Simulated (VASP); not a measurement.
**Al3Cu: single point with LDA**

Al3Cu:

```
Al Cu
1.0
     3.43740    0.00000    0.00000
     0.00000    4.00252    0.00000
     0.00000    0.00000    4.12472
Al Cu
3 1
Direct
  0.00000 0.50000 0.50000
  0.50000 0.00000 0.50000
  0.50000 0.50000 0.00000
  0.00000 0.00000 0.00000
```

This cell differs from its parent crystal: strain +e along x and -e along y -0.0733, strain +e along z and -e/2 along x and y +0.0700.

```
Program                : VASP 6.6.1
Task                   : single point
Functional             : LDA
Potentials or basis    : VASP PAW LDA potentials, release 64 (Al, Cu)
Cutoff                 : 520 eV
k mesh                 : 10 × 10 × 10
Occupations            : gaussian, width 0.15 eV
Spin                   : no spin polarisation
Dipole correction      : no
Further INCAR settings : ALGO = Fast; EDIFF = 1e-07; NBANDS = 18
```

| Property | Result |
| --- | --- |
| Pressure | 2.1 GPa |
| Band gap on the k mesh | zero (bands 10 and 11 overlap by 5.10 eV) |

Stress tensor (GPa, compression positive):
```
 7.83  0.00  0.00
 0.00  0.77  0.00
 0.00  0.00 -2.35
```

Levels at points of the mesh, in eV from the Fermi level:
```
           k point  band 8  band 9  band 10  band 11  band 12  band 13
(0.00, 0.00, 0.00)   -3.14   -1.39    -0.41    -0.31     2.54     4.94
(0.50, 0.00, 0.00)   -0.34    0.04     0.14     0.21     0.45     1.48
(0.00, 0.50, 0.00)   -0.93   -0.70    -0.46     1.24     1.98     2.18
(0.50, 0.50, 0.00)   -3.30   -3.22     0.76     2.20     2.62     2.71
(0.00, 0.00, 0.50)   -0.62   -0.56    -0.02     1.76     1.82     2.11
(0.50, 0.00, 0.50)   -3.28   -3.22     1.01     2.33     2.93     3.15
(0.00, 0.50, 0.50)   -3.66   -3.24     2.94     4.33     4.50     5.14
(0.50, 0.50, 0.50)   -3.69   -3.57    -2.32    -2.15    -1.85    -1.77
```

Run time: 9.2 min on 1 thread of Intel Xeon 8259CL, on a shared host, peak memory 0.31 GiB.

Caveat: the cell differs from its parent crystal (strain +e along x and -e along y -0.0733, strain +e along z and -e/2 along x and y +0.0700).
